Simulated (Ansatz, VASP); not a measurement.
## Sn3Te in VASP and in Ansatz

```
Sn Te
1.0
    -2.30090    2.30090    5.51649
     2.30090   -2.30090    5.51649
     2.30090    2.30090   -5.51649
Sn Te
3 1
Direct
  0.75000 0.25000 0.50000
  0.25000 0.75000 0.50000
  0.50000 0.50000 0.00000
  0.00000 0.00000 0.00000
```

Alike in both runs: task single point; functional PBE; k mesh 6 × 6 × 6; occupations gaussian, width 0.1 eV; no spin polarisation.

```csv
,VASP,Ansatz
version,VASP 6.6.1,Ansatz 0.2.0
potentials or method,"VASP PAW PBE potentials, release 64 (Sn_d, Te), cutoff 520 eV","scalar-relativistic, plane waves, PAW"
valence electrons in the cell,48,58
```

```csv
,VASP,Ansatz,Ansatz less VASP
gap on the k mesh at the Fermi level (eV),none,none,-
pressure (GPa),-0.2,-0.1,+0.06
"traceless stress, the component that is largest in VASP (GPa)",0.57,0.58,+0.012
```

A gap of «none» marks a metal or a gap that the smearing closes. With one functional, cell and mesh, what is left measures potentials, basis and numerics. VASP's potentials hold 48 valence electrons a cell and Ansatz's 58, so a difference there can come from the potentials and not from the codes.

Neither program's run includes spin-orbit coupling.
